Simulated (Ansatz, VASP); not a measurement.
# Al6Co5Ni: VASP beside Ansatz

INCAR

```
SYSTEM = Al6Co5Ni
PREC     = Accurate       ! precision mode
ENCUT    = 520            ! plane-wave cutoff, eV
EDIFF    = 1E-6           ! SCF threshold, eV
ISMEAR   = 0              ! smearing method
SIGMA    = 0.1            ! smearing width, eV
LREAL    = .FALSE.        ! projectors in reciprocal space
LASPH    = .TRUE.         ! aspherical terms in the spheres
NELM     = 150            ! most SCF steps
ALGO     = Normal         ! electronic algorithm
ISIF     = 2              ! what is computed and relaxed
LWAVE    = .FALSE.        ! write WAVECAR
LCHARG   = .FALSE.        ! write CHGCAR
ISPIN    = 2              ! spin polarisation
MAGMOM   = 0 0 0 0 0 0 0 0 0 0.4 0.4 0.13 ! initial moments
LORBIT   = 11             ! projections on sites
LMAXMIX  = 4              ! l up to which the mixer works
GGA      = PE             ! functional
NBANDS   = 52             ! bands
```

Contents of KPOINTS:

```
regular mesh
0
G
  6 6 1
  0 0 0
```

The input POSCAR:

```
Al6Co5Ni
1.0
    2.8556559000      0.0000000000      0.0000000000
    0.0000000000      2.8556559000      0.0000000000
    0.0000000000      0.0000000000     17.2179384000
Al Co Ni
6 5 1
Direct
    0.0000000000      0.0000000000      0.9145990000
    0.0000000000      0.0000000000      0.0854010000
    0.0000000000      0.0000000000      0.2508000000
    0.0000000000      0.0000000000      0.4170670000
    0.0000000000      0.0000000000      0.5829330000
    0.0000000000      0.0000000000      0.7492000000
    0.5000000000      0.5000000000      0.3343810000
    0.5000000000      0.5000000000      0.5000000000
    0.5000000000      0.5000000000      0.6656190000
    0.5000000000      0.5000000000      0.1677620000
    0.5000000000      0.5000000000      0.8322380000
    0.5000000000      0.5000000000      0.0000000000
```

Input for Ansatz:

```yaml
crystal:
  lattice:
    - [2.8556559, 0.0, 0.0]
    - [0.0, 2.8556559, 0.0]
    - [0.0, 0.0, 17.2179384]
  atoms:
    - { symbol: Al, position: [0.0, 0.0, 0.914599] }
    - { symbol: Al, position: [0.0, 0.0, 0.085401] }
    - { symbol: Al, position: [0.0, 0.0, 0.2508] }
    - { symbol: Al, position: [0.0, 0.0, 0.417067] }
    - { symbol: Al, position: [0.0, 0.0, 0.582933] }
    - { symbol: Al, position: [0.0, 0.0, 0.7492] }
    - { symbol: Co, position: [0.5, 0.5, 0.334381] }
    - { symbol: Co, position: [0.5, 0.5, 0.5] }
    - { symbol: Co, position: [0.5, 0.5, 0.665619] }
    - { symbol: Ni, position: [0.5, 0.5, 0.0], spin: 0.13 }
    - { symbol: Co, position: [0.5, 0.5, 0.167762], spin: 0.4 }
    - { symbol: Co, position: [0.5, 0.5, 0.832238], spin: 0.4 }
basis:
  ecutwfc: 420
kpoints:
  mp_grid: { grid: [6, 6, 1] }
hamiltonian:
  xc: pbe
scf:
  occupations: { method: gaussian, width: 0.1 }
  lower_state_search: "off"
output:
  forces: true
  stress: true
  eigenvalues: true
  populations: true
magnetization:
  spin_polarized: true
```

Alike in both runs: task single point; functional PBE; k mesh 6 × 6 × 1; occupations gaussian, width 0.1 eV; collinear spin.

```csv
,VASP,Ansatz
version,VASP 6.6.1,Ansatz 0.2.0
potentials or method,"VASP PAW PBE potentials, release 64 (Al, Co, Ni), cutoff 520 eV","scalar-relativistic, plane waves, PAW"
valence electrons in the cell,73,121
```

|  | VASP | Ansatz | Ansatz less VASP |
| --- | --- | --- | --- |
| gap on the k mesh at the Fermi level (eV) | none | none | - |
| pressure (GPa) | 0.1 | 0.6 | +0.50 |
| rms of the force components (eV/Å) | 0.024 | 0.036 | +0.0120 |
| net moment per atom (μB) | 0.00 | 0.14 | +0.133 |
| size of the moment on the site where the two differ most (μB) | 0.02 | 0.48 | +0.455 |

The net moments are unlike, so the other rows may belong to different states. Site moments also hang on the region over which each program counts them. A gap of «none» marks a metal or a gap that the smearing closes. VASP's potentials hold 73 valence electrons a cell and Ansatz's 121, so a difference there can come from the potentials and not from the codes.

The k mesh is coarse, so the values compare programs but aren't converged.
